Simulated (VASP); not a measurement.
Input of a VASP 6.6.1 run:

Contents of INCAR:

```
PREC = Accurate
ENCUT = 500
EDIFF = 1E-6
ISMEAR = 0
SIGMA = 0.1
LREAL = False
LASPH = True
NELM = 200
ALGO = Normal
ISIF = 2
LWAVE = False
LCHARG = False
GGA = PE
NBANDS = 30
GGA_COMPAT = False
LMAXMIX = 6
```

File KPOINTS:

```
regular mesh
0
Gamma
  6 6 4
```

The input POSCAR:

```
Sm2B2Rh
1.0
    4.4345566000      0.0000000000      0.0000000000
   -2.2172783000      3.8404386700      0.0000000000
    0.0000000000      0.0000000000      4.7973636700
Sm B Rh
2 2 1
Direct
    0.3333333300      0.6666666700      0.4679999900
    0.6666666700      0.3333333300      0.5320000100
    0.3333333300      0.6666666700      0.1232000000
    0.6666666700      0.3333333300      0.8768000000
    0.0000000000      0.0000000000      0.0000000000
```

Potentials or basis: VASP PAW PBE potentials, release 64 (Sm_3, B, Rh_pv), 4f in core.

Launch:

```sh
$ cat potpaw_PBE.64/Sm_3/POTCAR potpaw_PBE.64/B/POTCAR potpaw_PBE.64/Rh_pv/POTCAR > POTCAR
$ mpirun -np 1 vasp_std > vasp.out
```

(1) What does it give for the largest force?

(2) Predict the band gap on the k mesh.

(3) Estimate the pressure.

## Answers

(1) 19.810 eV/Å.

(2) zero (an odd number of electrons rules out a gap without spin polarisation).

(3) 38.4 GPa.

Caveat: the cell stands under pressure; spin-orbit coupling is left out, which moves the levels of the heavy elements; the 4f electrons are frozen in the core, so they carry no moment and show no levels; forces of over 1 eV/Å act on the atoms, so gaps and moduli don't describe the material at rest.
